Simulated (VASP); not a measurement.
Input of a VASP 6.6.1 run:

File INCAR:

```
SYSTEM = HgH3
  PREC = Accurate
  ENCUT = 520
  EDIFF = 1E-6
  ISMEAR = 0
  SIGMA = 0.02
  LREAL = .False.
  LASPH = .True.
  NELM = 100
  ALGO = Normal
  ISIF = 2
  LWAVE = .False.
  LCHARG = .False.
  GGA = PE
  IBRION = 2
  NSW = 50
  EDIFFG = -0.01
```

KPOINTS

```
Automatic mesh
0
Gamma
  4 4 4
  0 0 0
```

POSCAR

```
HgH3
1.0
    7.0205489103      0.0000000000      0.0000000000
    0.0000000000      7.0205489103      0.0000000000
    0.0000000000      0.0000000000      7.0205489103
Hg H
2 6
Direct
    0.5000000000      0.5000000000      0.5000000000
    0.0000000000      0.0000000000      0.0000000000
    0.0530236494      0.5000000000      0.5000000000
    0.9469763506      0.5000000000      0.5000000000
    0.5000000000      0.0530236494      0.5000000000
    0.5000000000      0.9469763506      0.5000000000
    0.5000000000      0.5000000000      0.0530236494
    0.5000000000      0.5000000000      0.9469763506
```

Potentials or basis: VASP PAW PBE potentials, release 64 (Hg, H).

Run with:

```sh
$ cat potpaw_PBE.64/Hg/POTCAR potpaw_PBE.64/H/POTCAR > POTCAR
$ mpirun -np 1 vasp_std > vasp.out
```

(1) What does it give for the energy gained by relaxing?

(2) Estimate the band gap on the k mesh.

Answers

(1) 0.4 meV/atom.

(2) 4.77 eV.

Caveat: spin-orbit coupling is left out, which moves the levels of the heavy elements.
